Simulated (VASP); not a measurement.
A run of VASP 6.6.1 is set up as follows.

INCAR

```
SYSTEM = SnS2
PREC = Accurate ; ENCUT = 500
EDIFF = 1E-6 ; ISMEAR = 0
SIGMA = 0.01 ; LREAL = .FALSE.
LASPH = .TRUE. ; NELM = 120
ALGO = Normal ; ISIF = 2
LWAVE = .FALSE. ; LCHARG = .FALSE.
GGA = PE ; NBANDS = 20
GGA_COMPAT = .FALSE.
```

File KPOINTS:

```
Automatic mesh
0
G
  5 5 3
  0 0 0
```

Contents of POSCAR:

```
SnS2
1.0
    3.6986663424      0.0000000000      0.0000000000
   -1.8493331712      3.2031385610      0.0000000000
    0.0000000000      0.0000000000      5.9642138218
Sn S
1 2
Direct
    0.0000000000      0.0000000000      0.0000000000
    0.3333333333      0.6666666667      0.2500000000
    0.6666666667      0.3333333333      0.7500000000
```

Potentials or basis: VASP PAW PBE potentials, release 64 (Sn_d, S).

Launch:

```sh
$ cat potpaw_PBE.64/Sn_d/POTCAR potpaw_PBE.64/S/POTCAR > POTCAR
$ mpirun -np 1 vasp_std > vasp.out
```

Question: Estimate the largest force.

Answer: 0.234 eV/Å.

Question: Estimate the band gap on the k mesh.

Answer: 1.38 eV, indirect (least direct gap 1.72 eV).

Question: Estimate the pressure.

Answer: 0.3 GPa.

Forces in eV/Å, atoms in the order of the input:
```
Sn   0.000  0.000  0.000
S    0.000  0.000 -0.234
S    0.000  0.000  0.234
```

Caveat: spin-orbit coupling is left out, which moves the levels of the heavy elements; this functional lacks dispersion, which binds the layers, so the pressure and a relaxed spacing across them are unreliable. A k mesh can miss the band edges.
